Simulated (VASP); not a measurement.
Input of a VASP 6.6.1 run:

The input POSCAR:

```
CdI2
1.0
    4.2910224396      0.0000000000      0.0000000000
   -2.1455112198      3.7161344409      0.0000000000
    0.0000000000      0.0000000000      7.1761902807
Cd I
1 2
Direct
    0.0000000000      0.0000000000      0.0000000000
    0.3333333333      0.6666666667      0.2387388840
    0.6666666667      0.3333333333      0.7612611160
```

Contents of INCAR.step1:

```
PREC = Accurate
ENCUT = 550
ISMEAR = 0
SIGMA = 0.02
LREAL = False
LASPH = True
NELM = 120
NBANDS = 20
GGA = PE
ALGO = Normal
EDIFF = 1E-5
LWAVE = True
LCHARG = False
GGA_COMPAT = False
```

INCAR.step2

```
PREC = Accurate
ENCUT = 550
EDIFF = 1E-6
ISMEAR = 0
SIGMA = 0.02
LREAL = False
LASPH = True
NELM = 120
ALGO = Normal
ISIF = 2
LWAVE = False
LCHARG = False
METAGGA = R2SCAN
LMIXTAU = True
NBANDS = 20
ISTART = 1
GGA_COMPAT = False
```

File KPOINTS:

```
regular mesh
0
Gamma
  6 6 4
```

Potentials or basis: VASP PAW PBE potentials, release 64 (Cd, I).

Launch:

```sh
$ cat potpaw_PBE.64/Cd/POTCAR potpaw_PBE.64/I/POTCAR > POTCAR
$ cp INCAR.step1 INCAR
$ mpirun -np 1 vasp_std > vasp.out
$ cp INCAR.step2 INCAR
$ mpirun -np 1 vasp_std > vasp.out
```

(1) Estimate the pressure.

(2) Estimate the band gap on the k mesh.

## Answers

(1) 0.1 GPa.

(2) 2.84 eV (least direct gap 3.12 eV).

Caveat: the PAW data sets were made with another functional, which shifts forces and pressure a little; spin-orbit coupling is left out, which moves the levels of the heavy elements.
